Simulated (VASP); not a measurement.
Set up this calculation in VASP 6.6.1, as the native input.

```yaml
Task: single point
Functional: r2SCAN
Potentials_or_basis: VASP PAW PBE potentials, release 64 (C)
Cutoff: 520 eV
k_mesh: 14 × 14 × 14
Occupations: gaussian, width 0.05 eV
Spin: no spin polarisation
Dipole_correction: no
Further_INCAR_settings: ALGO = Normal; EDIFF = 1e-06; NBANDS = 11
```

The system is C.

```
CELL_PARAMETERS angstrom
0.00000 2.00158 3.78071
1.15559 0.00000 3.78071
1.15559 2.00158 0.00000
ATOMIC_POSITIONS crystal
C 0.16667 0.83333 0.16667
C 0.83333 0.16667 0.83333
```

This cell differs from its parent crystal: ratio of the length along z to the lengths across it x 1.2, volume and fractional coordinates fixed.

The input as run:

POSCAR

```
C
1.0
    0.0000000000      2.0015836334      3.7807063496
    1.1555922435      0.0000000000      3.7807063496
    1.1555922435      2.0015836334      0.0000000000
C
2
Direct
    0.1666700000      0.8333300000      0.1666700000
    0.8333300000      0.1666700000      0.8333300000
```

INCAR.step1

```
SYSTEM = C
PREC = Accurate
ENCUT = 520
ISMEAR = 0
SIGMA = 0.05
LREAL = .False.
LASPH = .True.
NELM = 100
NBANDS = 11
GGA = PE
ALGO = Normal
EDIFF = 1E-4
LWAVE = .True.
LCHARG = .False.
```

INCAR.step2

```
SYSTEM = C
PREC = Accurate
ENCUT = 520
EDIFF = 1E-6
ISMEAR = 0
SIGMA = 0.05
LREAL = .False.
LASPH = .True.
NELM = 100
ALGO = Normal
ISIF = 2
LWAVE = .False.
LCHARG = .False.
METAGGA = R2SCAN
LMIXTAU = .True.
NBANDS = 11
ISTART = 1
```

KPOINTS

```
Automatic mesh
0
Gamma
  14 14 14
  0 0 0
```

Potentials or basis: VASP PAW PBE potentials, release 64 (C).

Launch:

```sh
$ cat potpaw_PBE.64/C/POTCAR > POTCAR
$ cp INCAR.step1 INCAR
$ mpirun -np 1 vasp_std > vasp.out
$ cp INCAR.step2 INCAR
$ mpirun -np 1 vasp_std > vasp.out
```

Results of the run:

```
Pressure               : 60.2 GPa
Largest force          : 0.004 eV/Å
Band gap on the k mesh : 1.09 eV, indirect (least direct gap 1.20 eV)
```

Caveat: the PAW data sets were made with another functional, which shifts forces and pressure a little.

It took 4.4 min on 1 thread of Intel(R) Xeon(R) Platinum 8259CL CPU @ 2.50GHz (Skylake/Cascade Lake), on a shared host, peak memory 0.19 GiB.
